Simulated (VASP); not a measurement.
# MnHg (P4/mmm) in VASP: a series of runs

MnHg is run at these levels: PBE; tasks: single point.

All numbers are computed with VASP 6.6.1; they aren't measurements. Logs are shortened: lines on timing, memory, paths and dates and some standing lists are left out, and cuts for length are marked.

## Step 1: The cell of the first run

It takes space group P4/mmm (No. 123, tetragonal). Conventional cell: a = 3.205 Å, b = 3.205 Å, c = 3.547 Å, α = 90.00°, β = 90.00°, γ = 90.00°. Mn (site symmetry 4/mmm) has 8 Hg at 2.88 Å and 6 Mn at 3.20 to 3.55 Å within 3.8 Å. Hg (site symmetry 4/mmm) has 8 Mn at 2.88 Å and 6 Hg at 3.20 to 3.55 Å within 3.8 Å.

## Step 2: Single point, PBE, collinear spin, ferromagnetic start (stretched by +7 % along [0.0, 0.0, 1.0] at fixed volume)

Input file INCAR:

```
SYSTEM = MnHg
PREC = Accurate
ENCUT = 520
EDIFF = 1E-6
ISMEAR = -1
SIGMA = 0.1
LREAL = .FALSE.
LASPH = .TRUE.
NELM = 150
ALGO = Normal
ISIF = 2
LWAVE = .FALSE.
LCHARG = .FALSE.
ISPIN = 2
MAGMOM = 4 0
LORBIT = 11
LMAXMIX = 4
GGA = PE
NBANDS = 24
```

Input file KPOINTS:

```
Automatic mesh
0
G
  9 9 9
  0 0 0
```

Input file POSCAR:

```
MnHg
1.0
    3.2047314610      0.0000000000      0.0000000000
    0.0000000000      3.2047314610      0.0000000000
    0.0000000000      0.0000000000      3.5470500000
Mn Hg
1 1
Direct
    0.5000000000      0.5000000000      0.5000000000
    0.0000000000      0.0000000000      0.0000000000
```

Potentials or basis: VASP PAW PBE potentials, release 64 (Mn_pv, Hg).

Launch:

```bash
$ cat potpaw_PBE.64/Mn_pv/POTCAR potpaw_PBE.64/Hg/POTCAR > POTCAR
$ mpirun -np 1 vasp_std > vasp.out
```

OUTCAR:

```text
SYSTEM = MnHg
   PREC = Accurate
   ENCUT = 520
   EDIFF = 1E-6
   ISMEAR = -1
   LREAL = .FALSE.
   LASPH = .TRUE.
   NELM = 150
   ISIF = 2
   ISPIN = 2
   LORBIT = 11
   GGA = PE

 ion  position               nearest neighbor table
   1  0.500  0.500  0.500-   2 2.88   2 2.88   2 2.88   2 2.88   2 2.88   2 2.88   2 2.88   2 2.88

   2  0.000  0.000  0.000-   1 2.88   1 2.88   1 2.88   1 2.88   1 2.88   1 2.88   1 2.88   1 2.88

  LATTYP: Found a simple tetragonal cell.
 ALAT       =     3.2047314610
 C/A-ratio  =     1.1068166064

  Lattice vectors:

 A1 = (   3.2047314610,   0.0000000000,   0.0000000000)
 A2 = (   0.0000000000,   3.2047314610,   0.0000000000)
 A3 = (   0.0000000000,   0.0000000000,   3.5470500000)

Analysis of symmetry for initial positions (statically):
=====================================================================
 Subroutine PRICEL returns:
 Original cell was already a primitive cell.

 Routine SETGRP: Setting up the symmetry group for a
 simple tetragonal supercell.

 Subroutine GETGRP returns: Found 16 space group operations
 (whereof 16 operations were pure point group operations)
 out of a pool of 16 trial point group operations.

The static configuration has the point symmetry D_4h.

Analysis of symmetry for dynamics (positions and initial velocities):
=====================================================================
 Subroutine PRICEL returns:
 Original cell was already a primitive cell.

 Routine SETGRP: Setting up the symmetry group for a
 simple tetragonal supercell.

 Subroutine GETGRP returns: Found 16 space group operations
 (whereof 16 operations were pure point group operations)
 out of a pool of 16 trial point group operations.

The dynamic configuration has the point symmetry D_4h.

Analysis of structural, dynamic, and magnetic symmetry:
=====================================================================
 Subroutine PRICEL returns:
 Original cell was already a primitive cell.

 Routine SETGRP: Setting up the symmetry group for a
 simple tetragonal supercell.

 Subroutine GETGRP returns: Found 16 space group operations
 (whereof 16 operations were pure point group operations)
 out of a pool of 16 trial point group operations.

The overall configuration has the point symmetry D_4h.

 Subroutine INISYM returns: Found 16 space group operations
 (whereof 16 operations are pure point group operations),
 and found     1 'primitive' translations

[... 115 lines left out ...]
  volume/ion in A,a.u.               =      18.21       122.92
  Fermi-wavevector in a.u.,A,eV,Ry     =   1.444014  2.728790 28.370534  2.085175
  Thomas-Fermi vector in A             =   2.562356
   LORBIT       =     11    0 simple, 1 ext, 2 COOP (PROOUT), +10 PAW based schemes
   GGA     = PE    functional components
   LHFCALC =     F    Hartree Fock is set to
   AEXX    =    0.0000 exact exchange contribution
   IVDW    =     0    specifies the selected vdW correction
   LEPSILON=     F    determine dielectric tensor
   LRPA    =     F    only Hartree local field effects (RPA)
 spin polarized calculation
  energy-cutoff  :      520.00
  volume of cell :       36.43
 maximum number of plane-waves:       998
 NGX is ok and might be reduce to    24
   NGX = 11   NGY = 11   NGZ = 13

 number of electron      25.0000027 magnetization       3.8481005

 Free energy of the ion-electron system (eV)
  ---------------------------------------------------
  ext. energy  EPLUGINS =         0.00000000
  ---------------------------------------------------
  free energy    TOTEN  =        -8.51600437 eV

  energy without entropy =       -8.46466240  energy(sigma->0) =       -8.49033338

 E-fermi :   5.5128     XC(G=0): -11.6822

 val. band max:        5.5094107564   @ k =   0.2222   0.0000   0.2222
 cond. band min:       5.5140643091   @ k =   0.4444   0.3333   0.0000
 fundamental gap:      0.0046535527
 Fermi energy:         5.5128213199

 spin component 1

 k-point     1 :       0.0000    0.0000    0.0000
  band No.  band energies     occupation
      1     -44.6174      1.00000
      2     -44.5504      1.00000
      3     -44.5504      1.00000
      4      -4.1346      1.00000
      5      -2.8392      1.00000
      6      -2.7053      1.00000
[... 637 lines left out ...]
     23      21.4578      0.00000
     24      24.5021      0.00000

 [... further k-points ...]

 spin component 2

 k-point     1 :       0.0000    0.0000    0.0000
  band No.  band energies     occupation
      1     -40.6041      1.00000
      2     -40.5622      1.00000
      3     -40.5622      1.00000
      4      -3.9392      1.00000
      5      -2.8431      1.00000
      6      -2.6755      1.00000
[... 637 lines left out ...]
     23      21.8179      0.00000
     24      24.8712      0.00000

 [... further k-points ...]

------------------------ aborting loop because EDIFF is reached ----------------------------------------

  FORCE on cell =-STRESS in cart. coord.  units (eV):
  Direction    XX          YY          ZZ          XY          YZ          ZX
  --------------------------------------------------------------------------------------
  -------------------------------------------------------------------------------------
  Total        0.1159914      0.1159914      0.0966930      0.0000000      0.0000000      0.0000000
  in kB        5.1013586      5.1013586      4.2526030      0.0000000      0.0000000      0.0000000
  external PRESSURE =       4.8184400 kB  Pullay stress =       0.0000000 kB

 VOLUME and BASIS-vectors are now :
 -----------------------------------------------------------------------------
  energy-cutoff  :      520.00
  volume of cell :       36.43
      direct lattice vectors                 reciprocal lattice vectors
     3.204731461  0.000000000  0.000000000     0.312038625  0.000000000  0.000000000
     0.000000000  3.204731461  0.000000000     0.000000000  0.312038625  0.000000000
     0.000000000  0.000000000  3.547050000     0.000000000  0.000000000  0.281924416

 POSITION                                       TOTAL-FORCE (eV/Angst)
 -----------------------------------------------------------------------------------
      1.60237      1.60237      1.77353         0.000000      0.000000      0.000000
      0.00000      0.00000      0.00000         0.000000      0.000000      0.000000
 -----------------------------------------------------------------------------------
    total drift:                                0.000000      0.000000     -0.000000

  FREE ENERGIE OF THE ION-ELECTRON SYSTEM (eV)
  ---------------------------------------------------
  free  energy   TOTEN  =        -8.5160043694 eV

  energy  without entropy=       -8.4646623999  energy(sigma->0) =       -8.49033338

 total charge

# of ion       s       p       d       tot
------------------------------------------
    1        0.250   6.171   4.987  11.408
    2        0.813   0.516   9.257  10.586
--------------------------------------------------
tot          1.063   6.687  14.244  21.994

 magnetization (x)

# of ion       s       p       d       tot
------------------------------------------
    1        0.026   0.014   3.737   3.777
    2       -0.044  -0.062   0.046  -0.060
--------------------------------------------------
tot         -0.018  -0.048   3.783   3.717
```

Run time: 67 s. Hardware: 1 thread of Intel Xeon Platinum 8259CL at 2.50GHz (Skylake/Cascade Lake), shared host; peak memory 0.23 GiB.

What came out:

```
Free energy                                           : -8.5160 eV
Pressure                                              : 0.5 GPa
Net moment                                            : 3.85 μB per cell
Site moments                                          : Mn +3.78; Hg -0.06 μB
Valence electrons inside the program's atomic spheres : Mn 11.41; Hg 10.59
```

Stress tensor (GPa, compression positive):
```
0.51 0.00 0.00
0.00 0.51 0.00
0.00 0.00 0.43
```

Caveat: spin-orbit coupling is left out, which moves the levels of the heavy elements.

## Step 3: Single point, PBE, collinear spin, ferromagnetic start (stretched by +7 % along [0.0, 0.0, 1.0] at fixed volume)

Input file INCAR:

```
SYSTEM = MnHg
ALGO = Normal
EDIFF = 1E-7
ENCUT = 520
GGA = PE
ISIF = 2
ISMEAR = -1
ISPIN = 2
LASPH = .True.
LCHARG = .False.
LMAXMIX = 4
LORBIT = 11
LREAL = .False.
LWAVE = .False.
MAGMOM = 3.8 0
NBANDS = 24
NELM = 150
PREC = Accurate
SIGMA = 0.1
```

Input file KPOINTS:

```
k-points
0
Gamma
  9 9 9
  0 0 0
```

POSCAR is that of step 2.

Potentials or basis: VASP PAW PBE potentials, release 64 (Mn_pv, Hg).

Launch:

```bash
$ cat potpaw_PBE.64/Mn_pv/POTCAR potpaw_PBE.64/Hg/POTCAR > POTCAR
$ mpirun -np 1 vasp_std > vasp.out
```

Wall time 74 s (1 thread of Intel Xeon Platinum 8259CL at 2.50GHz (Skylake/Cascade Lake), shared host); peak memory 0.23 GiB.

The run converged. Its results:

* Free energy: -8.5160 eV
* Pressure: 0.5 GPa
* Net moment: 3.85 μB per cell
* Site moments: Mn +3.78; Hg -0.06 μB
* Valence electrons inside the program's atomic spheres: Mn 11.41; Hg 10.59

Stress tensor (GPa, compression positive):
```
0.50 0.00 0.00
0.00 0.50 0.00
0.00 0.00 0.42
```

Levels at points of the mesh, in eV from the Fermi level:
Spin up:
```
           k point  band 10  band 11  band 12  band 13  band 14  band 15  band 16  band 17  band 18  band 19
(0.00, 0.00, 0.00)    -2.97    -2.83    -2.00    -2.00    -1.98     3.12     5.90     5.90     7.72    11.30
```
Spin down:
```
           k point  band 6  band 7  band 8  band 9  band 10  band 11  band 12  band 13  band 14  band 15
(0.00, 0.00, 0.00)   -8.19   -7.11   -7.11   -6.92     0.19     0.40     1.47     1.47     1.64     3.46
```

Caveat: spin-orbit coupling is left out, which moves the levels of the heavy elements.

## Step 4: Single point, PBE, collinear spin, ferromagnetic start (stretched by +7 % along [0.0, 0.0, 1.0] at fixed volume)

Input file INCAR:

```
  PREC = Accurate
  ENCUT = 520
  EDIFF = 1E-6
  ISMEAR = -1
  SIGMA = 0.1
  LREAL = F
  LASPH = T
  NELM = 150
  ALGO = Normal
  ISIF = 2
  LWAVE = F
  LCHARG = T
  ISPIN = 2
  MAGMOM = 3.8 0
  LORBIT = 11
  LMAXMIX = 4
  GGA = PE
  LELF = T
  LVHAR = T
  NBANDS = 24
```

Input file KPOINTS:

```
regular mesh
0
Gamma
  9 9 9
```

POSCAR is that of step 3.

Launch:

```bash
$ cat potpaw_PBE.64/Mn_pv/POTCAR potpaw_PBE.64/Hg/POTCAR > POTCAR
$ mpirun -np 1 vasp_std > vasp.out
```

Wall time 66 s (1 thread of Intel Xeon Platinum 8259CL at 2.50GHz (Skylake/Cascade Lake), shared host); peak memory 0.23 GiB.

The run converged. Its results:

```
Free energy                                           : -8.5160 eV
Pressure                                              : 0.5 GPa
Net moment                                            : 3.85 μB per cell
Site moments                                          : Mn +3.78; Hg -0.06 μB
Valence electrons inside the program's atomic spheres : Mn 11.41; Hg 10.59
```

Stress tensor (GPa, compression positive):
```
0.51 0.00 0.00
0.00 0.51 0.00
0.00 0.00 0.42
```

Levels at points of the mesh, in eV from the Fermi level:
Spin up:
```
           k point  band 12  band 13  band 14  band 15  band 16  band 17
(0.00, 0.00, 0.00)    -2.00    -2.00    -1.98     3.12     5.90     5.90
```
Spin down:
| k point | band 7 | band 8 | band 9 | band 10 | band 11 | band 12 | band 13 | band 14 |
| --- | --- | --- | --- | --- | --- | --- | --- | --- |
| (0.00, 0.00, 0.00) | -7.11 | -7.11 | -6.92 | 0.19 | 0.40 | 1.47 | 1.47 | 1.64 |

Caveat: spin-orbit coupling is left out, which moves the levels of the heavy elements.
